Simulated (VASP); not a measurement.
# AlP (m.bA) (F-43m) in VASP: single point with PBE

Aim: the single point of AlP (m.bA) with PBE.

Program: VASP 6.6.1. These are calculated values, not measurements. Logs are shortened: lines on timing, memory, paths and dates and some standing lists are left out, and cuts for length are marked.

### Step 1. The cell of the first run

Symmetry: F-43m, No. 216, cubic system. Conventional cell: a = 5.507 Å, b = 5.507 Å, c = 5.507 Å, α = 90.00°, β = 90.00°, γ = 90.00°. Within 3.1 Å of Al (site symmetry -43m) lie 4 P at 2.38 Å. P (site symmetry -43m) has 4 Al at 2.38 Å within 3.1 Å.

### Step 2. Single point, PBE

The input, INCAR:

```
SYSTEM = AlP
  ALGO = Normal
  EDIFF = 1E-6
  ENCUT = 500
  GGA = PE
  GGA_COMPAT = .False.
  ISIF = 2
  ISMEAR = 0
  LASPH = .True.
  LCHARG = .False.
  LREAL = .False.
  LWAVE = .False.
  NBANDS = 11
  NELM = 120
  PREC = Accurate
  SIGMA = 0.02
```

The input, KPOINTS:

```
k-points
0
Gamma
  8 8 8
  0 0 0
```

The input, POSCAR:

```
AlP
1.0
    0.0000000000      2.7534771729      2.7534771729
    2.7534771729      0.0000000000      2.7534771729
    2.7534771729      2.7534771729      0.0000000000
Al P
1 1
Direct
    0.0000000000      0.0000000000      0.0000000000
    0.2500000000      0.2500000000      0.2500000000
```

Potentials or basis: VASP PAW PBE potentials, release 64 (Al, P).

Launch:

```console
> cat potpaw_PBE.64/Al/POTCAR potpaw_PBE.64/P/POTCAR > POTCAR
> mpirun -np 1 vasp_std > vasp.out
```

OUTCAR:

```text
SYSTEM = AlP
   EDIFF = 1E-6
   ENCUT = 500
   GGA = PE
   ISIF = 2
   ISMEAR = 0
   LASPH = .True.
   LREAL = .False.
   NELM = 120
   PREC = Accurate

 ion  position               nearest neighbor table
   1  0.000  0.000  0.000-   2 2.38   2 2.38   2 2.38   2 2.38
   2  0.250  0.250  0.250-   1 2.38   1 2.38   1 2.38   1 2.38

  LATTYP: Found a face centered cubic cell.
 ALAT       =     5.5069543458

  Lattice vectors:

 A1 = (   0.0000000000,   2.7534771729,   2.7534771729)
 A2 = (   2.7534771729,   0.0000000000,   2.7534771729)
 A3 = (   2.7534771729,   2.7534771729,   0.0000000000)

Analysis of symmetry for initial positions (statically):
=====================================================================
 Subroutine PRICEL returns:
 Original cell was already a primitive cell.

 Routine SETGRP: Setting up the symmetry group for a
 face centered cubic supercell.

 Subroutine GETGRP returns: Found 24 space group operations
 (whereof 24 operations were pure point group operations)
 out of a pool of 48 trial point group operations.

The static configuration has the point symmetry T_d .

Analysis of symmetry for dynamics (positions and initial velocities):
=====================================================================
 Subroutine PRICEL returns:
 Original cell was already a primitive cell.

 Routine SETGRP: Setting up the symmetry group for a
 face centered cubic supercell.

 Subroutine GETGRP returns: Found 24 space group operations
 (whereof 24 operations were pure point group operations)
 out of a pool of 48 trial point group operations.

The dynamic configuration has the point symmetry T_d .

 Subroutine INISYM returns: Found 24 space group operations
 (whereof 24 operations are pure point group operations),
 and found     1 'primitive' translations

----------------------------------------------------------------------------------------

                                     Primitive cell

  volume of cell :      41.7517

  direct lattice vectors                    reciprocal lattice vectors
     0.000000000  2.753477173  2.753477173    -0.181588576  0.181588576  0.181588576
     2.753477173  0.000000000  2.753477173     0.181588576 -0.181588576  0.181588576
     2.753477173  2.753477173  0.000000000     0.181588576  0.181588576 -0.181588576

  length of vectors
     3.894004762  3.894004762  3.894004762     0.314520640  0.314520640  0.314520640

  position of ions in fractional coordinates (direct lattice)
     0.000000000  0.000000000  0.000000000
     0.250000000  0.250000000  0.250000000

  ion indices of the primitive-cell ions
   primitive index   ion index
                 1           1
                 2           2

----------------------------------------------------------------------------------------

 KPOINTS: k-points

Automatic generation of k-mesh.
 Grid dimensions read from file:
 generate k-points for:    8    8    8

 Generating k-lattice:

  Cartesian coordinates                     Fractional coordinates (reciprocal lattice)
    -0.022698572  0.022698572  0.022698572     0.125000000  0.000000000  0.000000000
     0.022698572 -0.022698572  0.022698572     0.000000000  0.125000000  0.000000000
     0.022698572  0.022698572 -0.022698572     0.000000000  0.000000000  0.125000000

  Length of vectors
     0.039315080  0.039315080  0.039315080

  Shift w.r.t. Gamma in fractional coordinates (k-lattice)
     0.000000000  0.000000000  0.000000000

 Subroutine IBZKPT returns following result:
 ===========================================

 Found     29 irreducible k-points:

 Following reciprocal coordinates:
            Coordinates               Weight
  0.000000  0.000000  0.000000      1.000000
  0.125000  0.000000  0.000000      8.000000
  0.250000  0.000000  0.000000      8.000000
  0.375000  0.000000  0.000000      8.000000
  0.500000  0.000000  0.000000      4.000000
  0.125000  0.125000  0.000000      6.000000
[... 16 lines left out ...]
  0.500000  0.250000  0.125000     48.000000
 -0.375000  0.250000  0.125000     24.000000
 [... further k-points ...]
   k-points           NKPTS =     29   k-points in BZ     NKDIM =     29   number of bands    NBANDS=     11
   number of dos      NEDOS =    301   number of ions     NIONS =      2
   total plane-waves  NPLWV =  21952
   dimension x,y,z NGX =    28 NGY =   28 NGZ =   28
   dimension x,y,z NGXF=    56 NGYF=   56 NGZF=   56
   ions per type =               1   1
   NGX,Y,Z   is equivalent  to a cutoff of  11.95, 11.95, 11.95 a.u.
   NGXF,Y,Z  is equivalent  to a cutoff of  23.91, 23.91, 23.91 a.u.
 SYSTEM =  AlP
   PREC   = accura    normal or accurate (medium, high low for compatibility)
   ISTART =      0    job   : 0-new  1-cont  2-samecut
   ICHARG =      2    charge: 1-file 2-atom 10-const
   ISPIN  =      1    spin polarized calculation?
   LNONCOLLINEAR =      F non collinear calculations
   LSORBIT =      F    spin-orbit coupling
   LASPH  =      T    aspherical Exc in radial PAW
   ENCUT  =  500.0 eV  36.75 Ry    6.06 a.u.   7.10  7.10  7.10*2*pi/ulx,y,z
   NELM   =    120;   NELMIN=  2; NELMDL= -5     # of ELM steps
   EDIFF  = 0.1E-05   stopping-criterion for ELM
   LREAL  =      F    real-space projection
[... 7 lines left out ...]
   TEBEG  =    0.0;   TEEND  =   0.0 temperature during run
   PSTRESS=    0.0 pullay stress
   NELECT =       8.0000    total number of electrons
   NUPDOWN=      -1.0000    fix difference up-down
   EMIN   =  10.00;   EMAX   =-10.00  energy-range for DOS
   EFERMI =   0.00;   METHOD = LEGACY
   ISMEAR =     0;   SIGMA  =   0.02  broadening in eV -4-tet -1-fermi 0-gaus
   EFERMI_NEDOS =   21; number of points for ismear=-14 and -15
   IALGO  =     38    algorithm
   IMIX   =      4    mixing-type and parameters
     AMIX     =   0.40;   BMIX     =  1.00
     AMIX_MAG =   1.60;   BMIX_MAG =  1.00
  volume/ion in A,a.u.               =      20.88       140.88
  Fermi-wavevector in a.u.,A,eV,Ry     =   0.943800  1.783524 12.119507  0.890759
  Thomas-Fermi vector in A             =   2.071543
   LORBIT       =      0    0 simple, 1 ext, 2 COOP (PROOUT), +10 PAW based schemes
   GGA     = PE    functional components
   LHFCALC =     F    Hartree Fock is set to
   AEXX    =    0.0000 exact exchange contribution
   IVDW    =     0    specifies the selected vdW correction
   LEPSILON=     F    determine dielectric tensor
   LRPA    =     F    only Hartree local field effects (RPA)
 non-spin polarized calculation
 Gauss-broadening in eV      SIGMA  =   0.02
  energy-cutoff  :      500.00
  volume of cell :       41.75
 maximum number of plane-waves:      1068
   NGX = 15   NGY = 15   NGZ = 15

 number of electron       8.0000001 magnetization

 Free energy of the ion-electron system (eV)
  ---------------------------------------------------
  ext. energy  EPLUGINS =         0.00000000
  ---------------------------------------------------
  free energy    TOTEN  =       -10.37677331 eV

  energy without entropy =      -10.37677331  energy(sigma->0) =      -10.37677331

 E-fermi :   4.4642     XC(G=0):  -9.1094

 val. band max:        4.3478847329   @ k =   0.0000   0.0000   0.0000
 cond. band min:       5.9770886897   @ k =   0.5000   0.5000   0.0000
 fundamental gap:      1.6292039568
 Fermi energy:         4.4642091026

 k-point     1 :       0.0000    0.0000    0.0000
  band No.  band energies     occupation
      1      -7.0120      2.00000
      2       4.3479      2.00000
      3       4.3479      2.00000
      4       4.3479      2.00000
      5       7.4348      0.00000
      6       8.8733      0.00000
      7       8.8733      0.00000
      8       8.8733      0.00000
      9      13.1532      0.00000
     10      13.1532      0.00000
     11      14.4610      0.00000

 k-point     2 :       0.1250    0.0000    0.0000
  band No.  band energies     occupation
      1      -6.8447      2.00000
      2       3.1327      2.00000
      3       4.2033      2.00000
      4       4.2033      2.00000
      5       7.9075      0.00000
      6       9.1500      0.00000
      7       9.1500      0.00000
      8       9.3382      0.00000
      9      12.6745      0.00000
     10      12.6745      0.00000
     11      15.1120      0.00000

 k-point     3 :       0.2500    0.0000    0.0000
  band No.  band energies     occupation
      1      -6.3749      2.00000
      2       1.2202      2.00000
      3       3.9150      2.00000
      4       3.9150      2.00000
      5       7.5714      0.00000
      6       9.4601      0.00000
      7       9.4601      0.00000
      8      11.1199      0.00000
      9      12.6447      0.00000
     10      12.6447      0.00000
     11      14.6228      0.00000

 k-point     4 :       0.3750    0.0000    0.0000
  band No.  band energies     occupation
      1      -5.7476      2.00000
      2      -0.3789      2.00000
      3       3.6837      2.00000
      4       3.6837      2.00000
      5       7.2015      0.00000
      6       9.2939      0.00000
      7       9.2939      0.00000
      8      12.4093      0.00000
      9      13.9970      0.00000
     10      13.9970      0.00000
     11      14.8191      0.00000

 k-point     5 :       0.5000    0.0000    0.0000
  band No.  band energies     occupation
      1      -5.3957      2.00000
      2      -1.0667      2.00000
      3       3.5996      2.00000
      4       3.5996      2.00000
      5       7.0669      0.00000
      6       9.1598      0.00000
      7       9.1598      0.00000
      8      12.5506      0.00000
      9      15.7973      0.00000
     10      15.7973      0.00000
     11      15.9738      0.00000
[... 211 lines left out ...]
 k-point    21 :       0.5000    0.5000    0.0000
  band No.  band energies     occupation
      1      -4.7585      2.00000
      2      -0.8738      2.00000
      3       2.2979      2.00000
      4       2.2979      2.00000
      5       5.9771      0.00000
      6       6.8227      0.00000
      7      15.1993      0.00000
      8      15.1993      0.00000
      9      16.1284      0.00000
     10      16.3363      0.00000
     11      16.3363      0.00000

 k-point    22 :       0.3750    0.2500    0.1250
  band No.  band energies     occupation
      1      -5.9779      2.00000
      2       0.8875      2.00000
      3       2.5044      2.00000
      4       3.4558      2.00000
      5       8.1788      0.00000
      6       9.0827      0.00000
      7       9.7671      0.00000
      8      11.0753      0.00000
      9      12.6045      0.00000
     10      15.0189      0.00000
     11      17.0801      0.00000

 k-point    23 :       0.5000    0.2500    0.1250
  band No.  band energies     occupation
      1      -5.4049      2.00000
      2      -0.1895      2.00000
      3       1.9479      2.00000
      4       3.0853      2.00000
      5       8.2734      0.00000
      6       9.0964      0.00000
      7      10.3184      0.00000
      8      11.3809      0.00000
      9      13.7161      0.00000
     10      15.5456      0.00000
     11      17.0415      0.00000

 k-point    24 :      -0.3750    0.2500    0.1250
  band No.  band energies     occupation
      1      -5.0943      2.00000
      2      -0.7264      2.00000
      3       1.8126      2.00000
      4       2.9045      2.00000
      5       8.2673      0.00000
      6       8.8449      0.00000
      7      11.1539      0.00000
      8      11.9689      0.00000
      9      13.2326      0.00000
     10      15.7035      0.00000
     11      16.9096      0.00000

 [... further k-points ...]

------------------------ aborting loop because EDIFF is reached ----------------------------------------

  FORCE on cell =-STRESS in cart. coord.  units (eV):
  Direction    XX          YY          ZZ          XY          YZ          ZX
  --------------------------------------------------------------------------------------
  -------------------------------------------------------------------------------------
  Total       -0.0143192     -0.0143192     -0.0143192     -0.0000000      0.0000000     -0.0000000
  in kB       -0.5494837     -0.5494837     -0.5494837     -0.0000000      0.0000000     -0.0000000
  external PRESSURE =      -0.5494837 kB  Pullay stress =       0.0000000 kB

 VOLUME and BASIS-vectors are now :
 -----------------------------------------------------------------------------
  energy-cutoff  :      500.00
  volume of cell :       41.75
      direct lattice vectors                 reciprocal lattice vectors
     0.000000000  2.753477173  2.753477173    -0.181588576  0.181588576  0.181588576
     2.753477173  0.000000000  2.753477173     0.181588576 -0.181588576  0.181588576
     2.753477173  2.753477173  0.000000000     0.181588576  0.181588576 -0.181588576

 POSITION                                       TOTAL-FORCE (eV/Angst)
 -----------------------------------------------------------------------------------
      0.00000      0.00000      0.00000         0.000000     -0.000000     -0.000000
      1.37674      1.37674      1.37674        -0.000000      0.000000      0.000000
 -----------------------------------------------------------------------------------
    total drift:                                0.000000      0.000000     -0.000000

  FREE ENERGIE OF THE ION-ELECTRON SYSTEM (eV)
  ---------------------------------------------------
  free  energy   TOTEN  =       -10.3767733066 eV

  energy  without entropy=      -10.3767733066  energy(sigma->0) =      -10.37677331
```

Run time: 20 s. Hardware: 1 thread of Intel Xeon 8259CL, shared host; peak memory 0.15 GiB.

Results:

- Free energy: -10.3768 eV
- Pressure: -0.1 GPa
- Band gap on the k mesh: 1.63 eV, indirect (least direct gap 3.09 eV)
